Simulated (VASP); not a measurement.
# BAs (Fm-3m) in VASP: further runs

The runs below take BAs through single point, with r2SCAN, PBE.

All numbers are computed with VASP 6.6.1; they aren't measurements. Logs are shortened: lines on timing, memory, paths and dates and some standing lists are left out, and cuts for length are marked.

**1. The cell of the first run**

The structure is cubic, space group Fm-3m (No. 225). The conventional cell has a = 4.611 Å, b = 4.611 Å, c = 4.611 Å, α = 90.00°, β = 90.00°, γ = 90.00°. B (site symmetry m-3m) has 6 As at 2.31 Å within 3.0 Å. As (site symmetry m-3m) has 6 B at 2.31 Å within 3.0 Å.

**2. Single point, r2SCAN**

File POSCAR:

```
BAs
1.0
    0.0000000000      2.3052873177      2.3052873177
    2.3052873177      0.0000000000      2.3052873177
    2.3052873177      2.3052873177      0.0000000000
B As
1 1
Direct
    0.0000000000      0.0000000000      0.0000000000
    0.5000000000      0.5000000000      0.5000000000
```

File INCAR.step1:

```
ALGO = Normal ; EDIFF = 1E-5
ENCUT = 550 ; GGA = PE
GGA_COMPAT = F ; ISMEAR = -1
LASPH = T ; LCHARG = F
LREAL = F ; LWAVE = T
NBANDS = 11 ; NELM = 120
PREC = Accurate ; SIGMA = 0.02
```

File INCAR.step2:

```
ALGO = Normal ; EDIFF = 1E-6
ENCUT = 550 ; GGA_COMPAT = F
ISIF = 2 ; ISMEAR = -1
ISTART = 1 ; LASPH = T
LCHARG = F ; LMIXTAU = T
LREAL = F ; LWAVE = F
METAGGA = R2SCAN ; NBANDS = 11
NELM = 120 ; PREC = Accurate
SIGMA = 0.02
```

File KPOINTS:

```
k-points
0
Gamma
  8 8 8
```

Potentials or basis: VASP PAW PBE potentials, release 64 (B, As).

Launch:

```sh
$ cat potpaw_PBE.64/B/POTCAR potpaw_PBE.64/As/POTCAR > POTCAR
$ cp INCAR.step1 INCAR
$ mpirun -np 1 vasp_std > vasp.out
$ cp INCAR.step2 INCAR
$ mpirun -np 1 vasp_std > vasp.out
```

OUTCAR:

```text
EDIFF = 1E-6
   ENCUT = 550
   ISIF = 2
   ISMEAR = -1
   ISTART = 1
   LASPH = T
   LREAL = F
   METAGGA = R2SCAN
   NELM = 120
   PREC = Accurate

 ion  position               nearest neighbor table
   1  0.000  0.000  0.000-   2 2.31   2 2.31   2 2.31   2 2.31   2 2.31   2 2.31
   2  0.500  0.500  0.500-   1 2.31   1 2.31   1 2.31   1 2.31   1 2.31   1 2.31

  LATTYP: Found a face centered cubic cell.
 ALAT       =     4.6105746354

  Lattice vectors:

 A1 = (   0.0000000000,   2.3052873177,   2.3052873177)
 A2 = (   2.3052873177,   0.0000000000,   2.3052873177)
 A3 = (   2.3052873177,   2.3052873177,   0.0000000000)

Analysis of symmetry for initial positions (statically):
=====================================================================
 Subroutine PRICEL returns:
 Original cell was already a primitive cell.

 Routine SETGRP: Setting up the symmetry group for a
 face centered cubic supercell.

 Subroutine GETGRP returns: Found 48 space group operations
 (whereof 48 operations were pure point group operations)
 out of a pool of 48 trial point group operations.

The static configuration has the point symmetry O_h .

Analysis of symmetry for dynamics (positions and initial velocities):
=====================================================================
 Subroutine PRICEL returns:
 Original cell was already a primitive cell.

 Routine SETGRP: Setting up the symmetry group for a
 face centered cubic supercell.

 Subroutine GETGRP returns: Found 48 space group operations
 (whereof 48 operations were pure point group operations)
 out of a pool of 48 trial point group operations.

The dynamic configuration has the point symmetry O_h .

 Subroutine INISYM returns: Found 48 space group operations
 (whereof 48 operations are pure point group operations),
 and found     1 'primitive' translations

----------------------------------------------------------------------------------------

                                     Primitive cell

  volume of cell :      24.5022

  direct lattice vectors                    reciprocal lattice vectors
     0.000000000  2.305287318  2.305287318    -0.216892704  0.216892704  0.216892704
     2.305287318  0.000000000  2.305287318     0.216892704 -0.216892704  0.216892704
     2.305287318  2.305287318  0.000000000     0.216892704  0.216892704 -0.216892704

  length of vectors
     3.260168590  3.260168590  3.260168590     0.375669183  0.375669183  0.375669183

  position of ions in fractional coordinates (direct lattice)
     0.000000000  0.000000000  0.000000000
     0.500000000  0.500000000  0.500000000

  ion indices of the primitive-cell ions
   primitive index   ion index
[... 85 lines left out ...]
   NELECT =       8.0000    total number of electrons
   NUPDOWN=      -1.0000    fix difference up-down
   EMIN   =  10.00;   EMAX   =-10.00  energy-range for DOS
   EFERMI =   0.00;   METHOD = LEGACY
   ISMEAR =    -1;   SIGMA  =   0.02  broadening in eV -4-tet -1-fermi 0-gaus
   EFERMI_NEDOS =   21; number of points for ismear=-14 and -15
   IALGO  =     38    algorithm
   IMIX   =      4    mixing-type and parameters
     AMIX     =   0.40;   BMIX     =  1.00
     AMIX_MAG =   1.60;   BMIX_MAG =  1.00
  volume/ion in A,a.u.               =      12.25        82.67
  Fermi-wavevector in a.u.,A,eV,Ry     =   1.127292  2.130273 17.290111  1.270787
  Thomas-Fermi vector in A             =   2.263978
   LORBIT       =      0    0 simple, 1 ext, 2 COOP (PROOUT), +10 PAW based schemes
   METAGGA = R2SCAN    functional components
   LHFCALC =     F    Hartree Fock is set to
   AEXX    =    0.0000 exact exchange contribution
   IVDW    =     0    specifies the selected vdW correction
   LEPSILON=     F    determine dielectric tensor
   LRPA    =     F    only Hartree local field effects (RPA)
 non-spin polarized calculation
  energy-cutoff  :      550.00
  volume of cell :       24.50
 maximum number of plane-waves:       730
 NGX is ok and might be reduce to    28
   NGX = 13   NGY = 13   NGZ = 13

 number of electron       8.0000000 magnetization

 Free energy of the ion-electron system (eV)
  ---------------------------------------------------
  ext. energy  EPLUGINS =         0.00000000
  ---------------------------------------------------
  free energy    TOTEN  =       -20.15574322 eV

  energy without entropy =      -20.15417369  energy(sigma->0) =      -20.15495845

 E-fermi :   7.1420     XC(G=0): -12.0467

 val. band max:        7.0388685676   @ k =   0.3750   0.1250   0.0000
 cond. band min:       7.1541592883   @ k =   0.1250   0.0000   0.0000
 fundamental gap:      0.1152907207
 Fermi energy:         7.1419943037

 k-point     1 :       0.0000    0.0000    0.0000
  band No.  band energies     occupation
      1      -9.5036      2.00000
      2       7.1704      0.38862
      3       7.1704      0.38862
      4       7.1704      0.38845
      5      11.0367      0.00000
      6      15.4118      0.00000
      7      15.4118      0.00000
      8      15.4118      0.00000
      9      16.5706      0.00000
     10      16.5706      0.00000
     11      16.5706      0.00000
[... 309 lines left out ...]
 k-point    24 :      -0.3750    0.2500    0.1250
  band No.  band energies     occupation
      1      -4.7356      2.00000
      2      -2.2691      2.00000
      3       3.5192      2.00000
      4       4.0485      2.00000
      5       9.8967      0.00000
      6      10.6980      0.00000
      7      16.3152      0.00000
      8      16.6709      0.00000
      9      19.4410      0.00000
     10      20.4143      0.00000
     11      25.1618      0.00000

 [... further k-points ...]

------------------------ aborting loop because EDIFF is reached ----------------------------------------

  FORCE on cell =-STRESS in cart. coord.  units (eV):
  Direction    XX          YY          ZZ          XY          YZ          ZX
  --------------------------------------------------------------------------------------
  -------------------------------------------------------------------------------------
  Total        0.0173375      0.0173375      0.0173375     -0.0000000      0.0000000     -0.0000000
  in kB        1.1336834      1.1336834      1.1336834     -0.0000000      0.0000000     -0.0000000
  external PRESSURE =       1.1336834 kB  Pullay stress =       0.0000000 kB

 VOLUME and BASIS-vectors are now :
 -----------------------------------------------------------------------------
  energy-cutoff  :      550.00
  volume of cell :       24.50
      direct lattice vectors                 reciprocal lattice vectors
     0.000000000  2.305287318  2.305287318    -0.216892704  0.216892704  0.216892704
     2.305287318  0.000000000  2.305287318     0.216892704 -0.216892704  0.216892704
     2.305287318  2.305287318  0.000000000     0.216892704  0.216892704 -0.216892704

 POSITION                                       TOTAL-FORCE (eV/Angst)
 -----------------------------------------------------------------------------------
      0.00000      0.00000      0.00000        -0.000000      0.000000     -0.000000
      2.30529      2.30529      2.30529         0.000000     -0.000000      0.000000
 -----------------------------------------------------------------------------------
    total drift:                                0.000000      0.000000      0.000000

  FREE ENERGIE OF THE ION-ELECTRON SYSTEM (eV)
  ---------------------------------------------------
  free  energy   TOTEN  =       -20.1557432163 eV

  energy  without entropy=      -20.1541736886  energy(sigma->0) =      -20.15495845
```

OUTCAR.step1:

```text
EDIFF = 1E-5
   ENCUT = 550
   GGA = PE
   ISMEAR = -1
   LASPH = T
   LREAL = F
[... 555 lines left out ...]
 -----------------------------------------------------------------------------------
      0.00000      0.00000      0.00000        -0.000000     -0.000000     -0.000000
      2.30529      2.30529      2.30529         0.000000      0.000000      0.000000
 -----------------------------------------------------------------------------------
    total drift:                                0.000000      0.000000      0.000000

  FREE ENERGIE OF THE ION-ELECTRON SYSTEM (eV)
  ---------------------------------------------------
  free  energy   TOTEN  =        -9.6007354739 eV

  energy  without entropy=       -9.5990649416  energy(sigma->0) =       -9.59990021
```

Wall time 63 s (1 thread of Intel Xeon 8259CL, shared host); peak memory 0.16 GiB.

Results:

| Item | Value |
| --- | --- |
| Free energy | -20.1557 eV |
| Pressure | 0.1 GPa |
| Band gap on the k mesh | zero (band 4 reaches 8.89 eV, above the bottom of band 5 at 3.57 eV) |

Levels at points of the mesh, in eV from the Fermi level:
```
           k point  band 2  band 3  band 4  band 5  band 6  band 7
(0.00, 0.00, 0.00)    0.03    0.03    0.03    3.89    8.27    8.27
(0.50, 0.00, 0.00)  -10.22    1.24    1.24    1.42    1.42    4.73
(0.50, 0.50, 0.00)   -8.16   -3.88   -3.88   -3.57    4.24   11.42
```

Caveat: the PAW data sets were made with another functional, which shifts forces and pressure a little.

**3. Single point, r2SCAN**

POSCAR is that of step 2.

File INCAR.step1:

```
SYSTEM = BAs
PREC = Accurate
ENCUT = 550
ISMEAR = -1
SIGMA = 0.02
LREAL = .False.
LASPH = .True.
NELM = 120
NBANDS = 11
GGA = PE
ALGO = Normal
EDIFF = 1E-5
LWAVE = .True.
LCHARG = .False.
GGA_COMPAT = .False.
```

File INCAR.step2:

```
SYSTEM = BAs
PREC = Accurate
ENCUT = 550
EDIFF = 1E-6
ISMEAR = -1
SIGMA = 0.02
LREAL = .False.
LASPH = .True.
NELM = 120
ALGO = Normal
ISIF = 2
LWAVE = .False.
LCHARG = .True.
METAGGA = R2SCAN
LMIXTAU = .True.
LELF = .True.
LVHAR = .True.
NBANDS = 11
ISTART = 1
GGA_COMPAT = .False.
```

File KPOINTS:

```
Automatic mesh
0
Gamma
  8 8 8
  0 0 0
```

Potentials or basis: VASP PAW PBE potentials, release 64 (B, As).

Launch:

```sh
$ cat potpaw_PBE.64/B/POTCAR potpaw_PBE.64/As/POTCAR > POTCAR
$ cp INCAR.step1 INCAR
$ mpirun -np 1 vasp_std > vasp.out
$ cp INCAR.step2 INCAR
$ mpirun -np 1 vasp_std > vasp.out
```

OUTCAR:

```text
SYSTEM = BAs
   PREC = Accurate
   ENCUT = 550
   EDIFF = 1E-6
   ISMEAR = -1
   LREAL = .False.
   LASPH = .True.
   NELM = 120
   ISIF = 2
   METAGGA = R2SCAN
   ISTART = 1

 ion  position               nearest neighbor table
   1  0.000  0.000  0.000-   2 2.31   2 2.31   2 2.31   2 2.31   2 2.31   2 2.31
   2  0.500  0.500  0.500-   1 2.31   1 2.31   1 2.31   1 2.31   1 2.31   1 2.31

  LATTYP: Found a face centered cubic cell.
 ALAT       =     4.6105746354

  Lattice vectors:

 A1 = (   0.0000000000,   2.3052873177,   2.3052873177)
 A2 = (   2.3052873177,   0.0000000000,   2.3052873177)
 A3 = (   2.3052873177,   2.3052873177,   0.0000000000)

Analysis of symmetry for initial positions (statically):
=====================================================================
 Subroutine PRICEL returns:
 Original cell was already a primitive cell.

 Routine SETGRP: Setting up the symmetry group for a
 face centered cubic supercell.

 Subroutine GETGRP returns: Found 48 space group operations
 (whereof 48 operations were pure point group operations)
 out of a pool of 48 trial point group operations.

The static configuration has the point symmetry O_h .

Analysis of symmetry for dynamics (positions and initial velocities):
=====================================================================
 Subroutine PRICEL returns:
 Original cell was already a primitive cell.

 Routine SETGRP: Setting up the symmetry group for a
 face centered cubic supercell.

 Subroutine GETGRP returns: Found 48 space group operations
 (whereof 48 operations were pure point group operations)
 out of a pool of 48 trial point group operations.

The dynamic configuration has the point symmetry O_h .

 Subroutine INISYM returns: Found 48 space group operations
 (whereof 48 operations are pure point group operations),
 and found     1 'primitive' translations

----------------------------------------------------------------------------------------

                                     Primitive cell

  volume of cell :      24.5022

  direct lattice vectors                    reciprocal lattice vectors
     0.000000000  2.305287318  2.305287318    -0.216892704  0.216892704  0.216892704
     2.305287318  0.000000000  2.305287318     0.216892704 -0.216892704  0.216892704
     2.305287318  2.305287318  0.000000000     0.216892704  0.216892704 -0.216892704

  length of vectors
     3.260168590  3.260168590  3.260168590     0.375669183  0.375669183  0.375669183

  position of ions in fractional coordinates (direct lattice)
     0.000000000  0.000000000  0.000000000
     0.500000000  0.500000000  0.500000000

  ion indices of the primitive-cell ions
   primitive index   ion index
                 1           1
                 2           2

----------------------------------------------------------------------------------------

 KPOINTS: Automatic mesh

Automatic generation of k-mesh.
 Grid dimensions read from file:
 generate k-points for:    8    8    8

 Generating k-lattice:

  Cartesian coordinates                     Fractional coordinates (reciprocal lattice)
[... 20 lines left out ...]
  0.375000  0.000000  0.000000      8.000000
  0.500000  0.000000  0.000000      4.000000
  0.125000  0.125000  0.000000      6.000000
[... 16 lines left out ...]
  0.500000  0.250000  0.125000     48.000000
 -0.375000  0.250000  0.125000     24.000000
 [... further k-points ...]
   k-points           NKPTS =     29   k-points in BZ     NKDIM =     29   number of bands    NBANDS=     11
   number of dos      NEDOS =    301   number of ions     NIONS =      2
   total plane-waves  NPLWV =  21952
   dimension x,y,z NGX =    28 NGY =   28 NGZ =   28
   dimension x,y,z NGXF=    56 NGYF=   56 NGZF=   56
   ions per type =               1   1
   NGX,Y,Z   is equivalent  to a cutoff of  14.28, 14.28, 14.28 a.u.
   NGXF,Y,Z  is equivalent  to a cutoff of  28.56, 28.56, 28.56 a.u.
 SYSTEM =  BAs
   PREC   = accura    normal or accurate (medium, high low for compatibility)
   ISTART =      1    job   : 0-new  1-cont  2-samecut
   ICHARG =      0    charge: 1-file 2-atom 10-const
   ISPIN  =      1    spin polarized calculation?
   LNONCOLLINEAR =      F non collinear calculations
   LSORBIT =      F    spin-orbit coupling
   LASPH  =      T    aspherical Exc in radial PAW
   ENCUT  =  550.0 eV  40.42 Ry    6.36 a.u.   6.23  6.23  6.23*2*pi/ulx,y,z
   NELM   =    120;   NELMIN=  2; NELMDL=  0     # of ELM steps
   EDIFF  = 0.1E-05   stopping-criterion for ELM
   LREAL  =      F    real-space projection
   EDIFFG = 0.1E-04   stopping-criterion for IOM
   NSW    =      0    number of steps for IOM
   IBRION =     -1    ionic relax: 0-MD 1-quasi-New 2-CG
   NFREE  =      0    steps in history (QN), initial steepest desc. (CG)
   ISIF   =      2    stress and relaxation
   ISYM   =      2    0-nonsym 1-usesym 2-fastsym
   POTIM  = 0.5000    time-step for ionic-motion
   TEBEG  =    0.0;   TEEND  =   0.0 temperature during run
   PSTRESS=    0.0 pullay stress
   NELECT =       8.0000    total number of electrons
   NUPDOWN=      -1.0000    fix difference up-down
   EMIN   =  10.00;   EMAX   =-10.00  energy-range for DOS
   EFERMI =   0.00;   METHOD = LEGACY
   ISMEAR =    -1;   SIGMA  =   0.02  broadening in eV -4-tet -1-fermi 0-gaus
   EFERMI_NEDOS =   21; number of points for ismear=-14 and -15
   IALGO  =     38    algorithm
   IMIX   =      4    mixing-type and parameters
     AMIX     =   0.40;   BMIX     =  1.00
     AMIX_MAG =   1.60;   BMIX_MAG =  1.00
  volume/ion in A,a.u.               =      12.25        82.67
  Fermi-wavevector in a.u.,A,eV,Ry     =   1.127292  2.130273 17.290111  1.270787
  Thomas-Fermi vector in A             =   2.263978
   LORBIT       =      0    0 simple, 1 ext, 2 COOP (PROOUT), +10 PAW based schemes
   METAGGA = R2SCAN    functional components
   LHFCALC =     F    Hartree Fock is set to
   AEXX    =    0.0000 exact exchange contribution
   IVDW    =     0    specifies the selected vdW correction
   LEPSILON=     F    determine dielectric tensor
   LRPA    =     F    only Hartree local field effects (RPA)
 non-spin polarized calculation
  energy-cutoff  :      550.00
  volume of cell :       24.50
 maximum number of plane-waves:       730
 NGX is ok and might be reduce to    28
   NGX = 13   NGY = 13   NGZ = 13

 number of electron       8.0000000 magnetization

 Free energy of the ion-electron system (eV)
  ---------------------------------------------------
  ext. energy  EPLUGINS =         0.00000000
  ---------------------------------------------------
  free energy    TOTEN  =       -20.15574322 eV

  energy without entropy =      -20.15417369  energy(sigma->0) =      -20.15495845

 E-fermi :   7.1420     XC(G=0): -12.0467

 val. band max:        7.0388685676   @ k =   0.3750   0.1250   0.0000
 cond. band min:       7.1541592883   @ k =   0.1250   0.0000   0.0000
 fundamental gap:      0.1152907207
 Fermi energy:         7.1419943037

 k-point     1 :       0.0000    0.0000    0.0000
  band No.  band energies     occupation
      1      -9.5036      2.00000
      2       7.1704      0.38862
      3       7.1704      0.38862
      4       7.1704      0.38845
      5      11.0367      0.00000
      6      15.4118      0.00000
      7      15.4118      0.00000
      8      15.4118      0.00000
      9      16.5706      0.00000
     10      16.5706      0.00000
     11      16.5706      0.00000
[... 309 lines left out ...]
 k-point    24 :      -0.3750    0.2500    0.1250
  band No.  band energies     occupation
      1      -4.7356      2.00000
      2      -2.2691      2.00000
      3       3.5192      2.00000
      4       4.0485      2.00000
      5       9.8967      0.00000
      6      10.6980      0.00000
      7      16.3152      0.00000
      8      16.6709      0.00000
      9      19.4410      0.00000
     10      20.4143      0.00000
     11      25.1618      0.00000

 [... further k-points ...]

------------------------ aborting loop because EDIFF is reached ----------------------------------------

  FORCE on cell =-STRESS in cart. coord.  units (eV):
  Direction    XX          YY          ZZ          XY          YZ          ZX
  --------------------------------------------------------------------------------------
  -------------------------------------------------------------------------------------
  Total        0.0173375      0.0173375      0.0173375     -0.0000000      0.0000000     -0.0000000
  in kB        1.1336834      1.1336834      1.1336834     -0.0000000      0.0000000     -0.0000000
  external PRESSURE =       1.1336834 kB  Pullay stress =       0.0000000 kB

 VOLUME and BASIS-vectors are now :
 -----------------------------------------------------------------------------
  energy-cutoff  :      550.00
  volume of cell :       24.50
      direct lattice vectors                 reciprocal lattice vectors
     0.000000000  2.305287318  2.305287318    -0.216892704  0.216892704  0.216892704
     2.305287318  0.000000000  2.305287318     0.216892704 -0.216892704  0.216892704
     2.305287318  2.305287318  0.000000000     0.216892704  0.216892704 -0.216892704

 POSITION                                       TOTAL-FORCE (eV/Angst)
 -----------------------------------------------------------------------------------
      0.00000      0.00000      0.00000        -0.000000      0.000000     -0.000000
      2.30529      2.30529      2.30529         0.000000     -0.000000      0.000000
 -----------------------------------------------------------------------------------
    total drift:                                0.000000      0.000000      0.000000

  FREE ENERGIE OF THE ION-ELECTRON SYSTEM (eV)
  ---------------------------------------------------
  free  energy   TOTEN  =       -20.1557432163 eV

  energy  without entropy=      -20.1541736886  energy(sigma->0) =      -20.15495845
```

Wall time 60 s (1 thread of Intel Xeon 8259CL, shared host); peak memory 0.16 GiB.

Results:

```
Free energy            : -20.1557 eV
Pressure               : 0.1 GPa
Band gap on the k mesh : zero (band 4 reaches 8.89 eV, above the bottom of band 5 at 3.57 eV)
```

Caveat: the PAW data sets were made with another functional, which shifts forces and pressure a little.

(Part 1 of 2 ends here.)
